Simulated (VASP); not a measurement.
# PbF2 (Fm-3m) in VASP: G0W0 quasiparticle levels with HSE06

Aim: the G0W0 quasiparticle levels of PbF2 with HSE06.

Everything below comes from runs of VASP 6.6.1. Logs are shortened: lines on timing, memory, paths and dates and some standing lists are left out, and cuts for length are marked.

### Step 1. The cell of the first run

Symmetry: Fm-3m, No. 225, cubic system. Conventional cell: a = 5.921 Å, b = 5.921 Å, c = 5.921 Å, α = 90.00°, β = 90.00°, γ = 90.00°. Pb (site symmetry m-3m) has 8 F at 2.56 Å within 3.4 Å. Within 3.4 Å of F (site symmetry -43m) lie 4 Pb at 2.56 Å and 6 F at 2.96 Å.

### Step 2. G0W0 quasiparticle levels, HSE06

The input, POSCAR:

```
PbF2
1.0
    0.0000000000      2.9604390429      2.9604390429
    2.9604390429      0.0000000000      2.9604390429
    2.9604390429      2.9604390429      0.0000000000
Pb F
1 2
Direct
    0.0000000000      0.0000000000      0.0000000000
    0.2500000000      0.2500000000      0.2500000000
    0.7500000000      0.7500000000      0.7500000000
```

The input, INCAR.step1:

```
SYSTEM = PbF2
PREC = Accurate
ENCUT = 500
EDIFF = 1E-5
ISMEAR = 0
SIGMA = 0.02
LREAL = .False.
LASPH = .True.
NELM = 60
ALGO = Normal
ISIF = 2
LWAVE = .True.
LCHARG = .False.
GGA = PE
```

The input, INCAR.step2:

```
SYSTEM = PbF2
PREC = Accurate
ENCUT = 500
EDIFF = 1E-8
ISMEAR = 0
SIGMA = 0.01
LREAL = .False.
LASPH = .True.
NELM = 60
ALGO = Normal
LWAVE = .True.
LCHARG = .False.
GGA = PE
LHFCALC = .True.
HFSCREEN = 0.2
PRECFOCK = Normal
ISTART = 1
```

The input, INCAR.step3:

```
SYSTEM = PbF2
PREC = Accurate
ENCUT = 500
EDIFF = 1E-8
ISMEAR = 0
SIGMA = 0.01
LREAL = .False.
LASPH = .True.
NELM = 1
ALGO = Exact
LWAVE = .True.
LCHARG = .False.
GGA = PE
LHFCALC = .True.
HFSCREEN = 0.2
PRECFOCK = Normal
ISTART = 1
NBANDS = 75
LOPTICS = .True.
```

The input, INCAR.step4:

```
SYSTEM = PbF2
PREC = Accurate
ENCUT = 500
EDIFF = 1E-8
ISMEAR = 0
SIGMA = 0.01
LREAL = .False.
LASPH = .True.
ALGO = EVGW0
LWAVE = .False.
LCHARG = .False.
GGA = PE
LHFCALC = .True.
HFSCREEN = 0.2
PRECFOCK = Fast
ISTART = 1
NELMGW = 1
NBANDS = 75
ENCUTGW = 80.0
NOMEGA = 96
NBANDSGW = 23
OMEGAMAX = 20
```

The input, KPOINTS:

```
Automatic mesh
0
Gamma
  4 4 4
  0 0 0
```

Potentials or basis: VASP PAW PBE potentials, release 64 (Pb_d_GW, F_GW).

Run with:

```console
$ cat potpaw_PBE.64/Pb_d_GW/POTCAR potpaw_PBE.64/F_GW/POTCAR > POTCAR
$ cp INCAR.step1 INCAR
$ mpirun -np 1 vasp_std > vasp.out
$ cp INCAR.step2 INCAR
$ mpirun -np 1 vasp_std > vasp.out
$ cp INCAR.step3 INCAR
$ mpirun -np 1 vasp_std > vasp.out
$ cp INCAR.step4 INCAR
$ mpirun -np 1 vasp_std > vasp.out
```

OUTCAR:

```text
SYSTEM = PbF2
   PREC = Accurate
   ENCUT = 500
   EDIFF = 1E-8
   ISMEAR = 0
   LREAL = .False.
   LASPH = .True.
   GGA = PE
   LHFCALC = .True.
   HFSCREEN = 0.2
   PRECFOCK = Fast
   ISTART = 1
   NELMGW = 1
   ENCUTGW = 80.0

 ion  position               nearest neighbor table
   1  0.000  0.000  0.000-
   2  0.250  0.250  0.250-
   3  0.750  0.750  0.750-

  LATTYP: Found a face centered cubic cell.
 ALAT       =     5.9208780858

  Lattice vectors:

 A1 = (   0.0000000000,   2.9604390429,   2.9604390429)
 A2 = (   2.9604390429,   0.0000000000,   2.9604390429)
 A3 = (   2.9604390429,   2.9604390429,   0.0000000000)

Analysis of symmetry for initial positions (statically):
=====================================================================
 Subroutine PRICEL returns:
 Original cell was already a primitive cell.

 Routine SETGRP: Setting up the symmetry group for a
 face centered cubic supercell.

 Subroutine GETGRP returns: Found 48 space group operations
 (whereof 48 operations were pure point group operations)
 out of a pool of 48 trial point group operations.

The static configuration has the point symmetry O_h .

Analysis of symmetry for dynamics (positions and initial velocities):
=====================================================================
 Subroutine PRICEL returns:
 Original cell was already a primitive cell.

 Routine SETGRP: Setting up the symmetry group for a
 face centered cubic supercell.

 Subroutine GETGRP returns: Found 48 space group operations
 (whereof 48 operations were pure point group operations)
 out of a pool of 48 trial point group operations.

The dynamic configuration has the point symmetry O_h .

 Subroutine INISYM returns: Found 48 space group operations
 (whereof 48 operations are pure point group operations),
 and found     1 'primitive' translations

----------------------------------------------------------------------------------------

                                     Primitive cell

  volume of cell :      51.8918

  direct lattice vectors                    reciprocal lattice vectors
     0.000000000  2.960439043  2.960439043    -0.168893868  0.168893868  0.168893868
     2.960439043  0.000000000  2.960439043     0.168893868 -0.168893868  0.168893868
     2.960439043  2.960439043  0.000000000     0.168893868  0.168893868 -0.168893868

  length of vectors
     4.186693045  4.186693045  4.186693045     0.292532760  0.292532760  0.292532760

  position of ions in fractional coordinates (direct lattice)
     0.000000000  0.000000000  0.000000000
     0.250000000  0.250000000  0.250000000
     0.750000000  0.750000000  0.750000000

  ion indices of the primitive-cell ions
   primitive index   ion index
                 1           1
                 2           2
                 3           3

----------------------------------------------------------------------------------------

 KPOINTS: Automatic mesh

Automatic generation of k-mesh.
 Grid dimensions read from file:
 generate k-points for:    4    4    4

 Generating k-lattice:

  Cartesian coordinates                     Fractional coordinates (reciprocal lattice)
    -0.042223467  0.042223467  0.042223467     0.250000000  0.000000000  0.000000000
     0.042223467 -0.042223467  0.042223467     0.000000000  0.250000000  0.000000000
     0.042223467  0.042223467 -0.042223467     0.000000000  0.000000000  0.250000000

  Length of vectors
     0.073133190  0.073133190  0.073133190

  Shift w.r.t. Gamma in fractional coordinates (k-lattice)
     0.000000000  0.000000000  0.000000000

 Subroutine IBZKPT returns following result:
 ===========================================

 Found      8 irreducible k-points:

 Following reciprocal coordinates:
            Coordinates               Weight
  0.000000  0.000000  0.000000      1.000000
  0.250000  0.000000  0.000000      8.000000
  0.500000  0.000000  0.000000      4.000000
  0.250000  0.250000  0.000000      6.000000
  0.500000  0.250000  0.000000     24.000000
 -0.250000  0.250000  0.000000     12.000000
  0.500000  0.500000  0.000000      3.000000
 -0.250000  0.500000  0.250000      6.000000
   k-points           NKPTS =      8   k-points in BZ     NKDIM =     64   number of bands    NBANDS=     75
   number of dos      NEDOS =    301   number of ions     NIONS =      3
   total plane-waves  NPLWV =  32768
   dimension x,y,z NGX =    32 NGY =   32 NGZ =   32
   dimension x,y,z NGXF=    64 NGYF=   64 NGZF=   64
   ions per type =               1   2
   NGX,Y,Z   is equivalent  to a cutoff of  12.71, 12.71, 12.71 a.u.
   NGXF,Y,Z  is equivalent  to a cutoff of  25.41, 25.41, 25.41 a.u.
 SYSTEM =  PbF2
   PREC   = accura    normal or accurate (medium, high low for compatibility)
   ISTART =      1    job   : 0-new  1-cont  2-samecut
   ICHARG =      0    charge: 1-file 2-atom 10-const
   ISPIN  =      1    spin polarized calculation?
   LNONCOLLINEAR =      F non collinear calculations
   LSORBIT =      F    spin-orbit coupling
   LASPH  =      T    aspherical Exc in radial PAW
   ENCUT  =  500.0 eV  36.75 Ry    6.06 a.u.   7.63  7.63  7.63*2*pi/ulx,y,z
   NELM   =     60;   NELMIN=  2; NELMDL=  0     # of ELM steps
   EDIFF  = 0.1E-07   stopping-criterion for ELM
   LREAL  =      F    real-space projection
   EDIFFG = 0.1E-06   stopping-criterion for IOM
   NSW    =      0    number of steps for IOM
   IBRION =     -1    ionic relax: 0-MD 1-quasi-New 2-CG
   NFREE  =      0    steps in history (QN), initial steepest desc. (CG)
   ISIF   =      0    stress and relaxation
   ISYM   =      3    0-nonsym 1-usesym 2-fastsym
   POTIM  = 0.5000    time-step for ionic-motion
   TEBEG  =    0.0;   TEEND  =   0.0 temperature during run
   PSTRESS=    0.0 pullay stress
   NELECT =      30.0000    total number of electrons
   NUPDOWN=      -1.0000    fix difference up-down
   EMIN   =  10.00;   EMAX   =-10.00  energy-range for DOS
   EFERMI =   0.00;   METHOD = LEGACY
   ISMEAR =     0;   SIGMA  =   0.01  broadening in eV -4-tet -1-fermi 0-gaus
   EFERMI_NEDOS =   21; number of points for ismear=-14 and -15
   IALGO  =     38    algorithm
   IMIX   =      1    mixing-type and parameters
     AMIX     =   0.40;   BMIX     =  1.00
     AMIX_MAG =   1.60;   BMIX_MAG =  1.00
  volume/ion in A,a.u.               =      17.30       116.73
  Fermi-wavevector in a.u.,A,eV,Ry     =   1.363795  2.577199 25.305980  1.859937
  Thomas-Fermi vector in A             =   2.490167
   LORBIT       =      0    0 simple, 1 ext, 2 COOP (PROOUT), +10 PAW based schemes
   GGA     = PE    functional components
   LHFCALC =     T    Hartree Fock is set to
   PRECFOCK=fast      Normal, Fast or Accurate (Low or Medium for compatibility)
   ENCUT4O =  -1.0   cutoff for four orbital integrals eV
   NKREDX  =     1    reduce k-point grid by
   NKREDY  =     1    reduce k-point grid by
   NKREDZ  =     1    reduce k-point grid by
   AEXX    =    1.0000 exact exchange contribution
   HFSCREEN=    0.0000 screening length (either q_TF or 0.3 A-1)
   HFSCREENC=   0.2000 screening length for correlation (either q_TF or 0.3 A-1)
   ENCUTFOCK=  -1.0 apply spherical cutoff to Coloumb kernel
   IVDW    =     0    specifies the selected vdW correction
   LEPSILON=     F    determine dielectric tensor
   LRPA    =     F    only Hartree local field effects (RPA)
   LRPAFORCE           =     F    calculate RPA forces
   ENCUTGW             =  80.0    cutoff for response function in eV
   ENCUTGWSOFT         =  64.0    soft cutoff for Coulomb kernel in GW response function in eV
   ENCUTLF             =  -1.0    cutoff for local field effects
   NELMGW              =     1    number of iterations in solving QP/BSE equation
   NELMHF              =     1    number of iterations in the inner HF iteration
   NKREDLFX            =     1    NKREDLFY  =   1   NKREDLFZ  =   1
 non-spin polarized calculation
 Gauss-broadening in eV      SIGMA  =   0.01
  energy-cutoff  :      500.00
  volume of cell :       51.89
 maximum number of plane-waves:      1363
 NGX is ok and might be reduce to    32
  NGX = 18; NGY = 18; NGZ = 18
 maximum number of plane-waves:        92
 NGX is ok and might be reduce to    14

 QP shifts <psi_nk| G(iteration)W_0 |psi_nk>: iteration 1
 for sc-GW calculations column KS-energies equals QP-energies in previous step
 and V_xc(KS)=  KS-energies - (<T + V_ion + V_H > + <T+V_H+V_ion>^1  + <V_x>^1)

 k-point   1 :       0.0000    0.0000    0.0000
  band No.  KS-energies  QP-energies   sigma(KS)   V_xc(KS)     V^pw_x(r,r')   Z            occupation Imag(sigma)

      1    -146.0736    -166.8752     -30.6042      -5.0782     -36.2757       0.8149       2.0000       0.0576
      2     -24.1554     -25.4807     -27.7305     -25.8958     -36.5256       0.7223       2.0000       0.8544
      3     -23.5194     -24.7727     -28.6225     -26.8263     -37.4469       0.6978       2.0000       0.7208
      4     -17.4159     -24.1444     -21.8771     -13.9191     -25.6409       0.8455       2.0000       0.6614
      5     -17.4159     -24.1444     -21.8771     -13.9191     -25.6409       0.8455       2.0000       0.6614
      6     -17.4159     -24.1444     -21.8771     -13.9191     -25.6409       0.8455       2.0000       0.6614
[... 15 lines left out ...]
     22      18.4673      19.0439      -7.6178      -8.2913      -3.6834       0.8561       0.0000      -0.3002
     23      18.4673      19.0439      -7.6178      -8.2913      -3.6834       0.8561       0.0000      -0.3002

 k-point   2 :       0.2500    0.0000    0.0000
  band No.  KS-energies  QP-energies   sigma(KS)   V_xc(KS)     V^pw_x(r,r')   Z            occupation Imag(sigma)

      1    -146.0736    -167.0033     -30.6042      -5.0781     -36.2756       0.8199       2.0000       0.0576
      2     -24.0440     -25.3639     -27.8849     -26.0579     -36.6921       0.7224       2.0000       0.8365
      3     -23.6202     -24.9049     -28.4487     -26.6282     -37.2623       0.7057       2.0000       0.7393
      4     -17.3994     -24.1312     -21.8832     -13.9115     -25.6368       0.8445       2.0000       0.6519
      5     -17.3994     -24.1312     -21.8832     -13.9115     -25.6368       0.8445       2.0000       0.6519
      6     -17.3455     -23.9989     -21.8861     -13.8549     -25.5665       0.8284       2.0000       0.5775
[... 15 lines left out ...]
     22      16.4996      16.9179      -7.5475      -8.0411      -3.6615       0.8475       0.0000      -0.2291
     23      18.7009      19.4406      -9.4954     -10.3651      -5.2898       0.8504       0.0000      -0.4257

 k-point   3 :       0.5000    0.0000    0.0000
  band No.  KS-energies  QP-energies   sigma(KS)   V_xc(KS)     V^pw_x(r,r')   Z            occupation Imag(sigma)

      1    -146.0736    -167.0129     -30.6043      -5.0778     -36.2756       0.8203       2.0000       0.0575
      2     -23.8620     -25.1835     -28.0755     -26.2215     -36.8708       0.7128       2.0000       0.7854
      3     -23.7872     -25.0857     -28.2521     -26.4580     -37.0931       0.7238       2.0000       0.7908
      4     -17.3952     -24.1172     -21.8735     -13.8924     -25.6070       0.8422       2.0000       0.6338
      5     -17.3952     -24.1172     -21.8735     -13.8924     -25.6070       0.8422       2.0000       0.6338
      6     -17.3295     -23.9958     -21.9026     -13.8737     -25.6068       0.8303       2.0000       0.6038
[... 15 lines left out ...]
     22      15.0619      15.3546      -8.2347      -8.5835      -4.2632       0.8392       0.0000      -0.2355
     23      19.0040      19.8642      -7.5383      -8.5546      -3.5700       0.8464       0.0000      -0.2011
[... 85 lines left out ...]
      1    -146.0736    -166.9932     -30.6042      -5.0778     -36.2756       0.8195       2.0000       0.0575
      2     -23.8699     -25.1910     -28.1510     -26.3535     -36.9939       0.7350       2.0000       0.8154
      3     -23.7623     -25.0867     -28.2028     -26.3364     -36.9943       0.7096       2.0000       0.7569
      4     -17.3805     -23.9858     -21.8244     -13.8364     -25.5191       0.8269       2.0000       0.5877
      5     -17.3349     -24.0822     -21.9358     -13.9184     -25.6818       0.8416       2.0000       0.6434
      6     -17.3349     -24.0822     -21.9358     -13.9184     -25.6818       0.8416       2.0000       0.6434
[... 15 lines left out ...]
     22      18.1194      18.6754      -6.6765      -7.3222      -2.8497       0.8610       0.0000      -0.1959
     23      18.1194      18.6754      -6.6765      -7.3222      -2.8497       0.8610       0.0000      -0.1959

 k-point   8 :      -0.2500    0.5000    0.2500
  band No.  KS-energies  QP-energies   sigma(KS)   V_xc(KS)     V^pw_x(r,r')   Z            occupation Imag(sigma)

      1    -146.0736    -166.9120     -30.6043      -5.0779     -36.2756       0.8163       2.0000       0.0575
      2     -23.8172     -25.1325     -28.1749     -26.3464     -36.9952       0.7193       2.0000       0.7856
      3     -23.8172     -25.1325     -28.1749     -26.3464     -36.9952       0.7193       2.0000       0.7856
      4     -17.3672     -23.9927     -21.8440     -13.8417     -25.5343       0.8279       2.0000       0.5847
      5     -17.3410     -23.9905     -21.8844     -13.8530     -25.5639       0.8279       2.0000       0.5847
      6     -17.3349     -24.0861     -21.9383     -13.9184     -25.6819       0.8418       2.0000       0.6430
[... 15 lines left out ...]
     22      17.0756      17.7033      -8.0780      -8.8249      -4.0865       0.8403       0.0000      -0.2347
     23      19.2912      19.8079      -6.9702      -7.5652      -3.0357       0.8684       0.0000      -0.3242
```

It took 66 min on 1 thread of Intel Xeon 6975P-C (Granite Rapids), shared host; peak memory 0.9 GiB.

Results:

| Item | Value |
| --- | --- |
| Quasiparticle gap | 7.08 eV |
| Least direct quasiparticle gap | 7.31 eV |
| Band gap of the starting levels on the mesh | 5.76 eV |
| Least direct gap of the starting levels on the mesh | 5.89 eV |

Caveat: the k points lie up to 0.46 Å⁻¹ apart; bands, screening cutoff and mesh are small and nothing is extrapolated, so the quasiparticle values aren't converged; the structure was generated, so it needn't be the stable form of PbF2; spin-orbit coupling is left out, which moves the levels of the heavy elements.
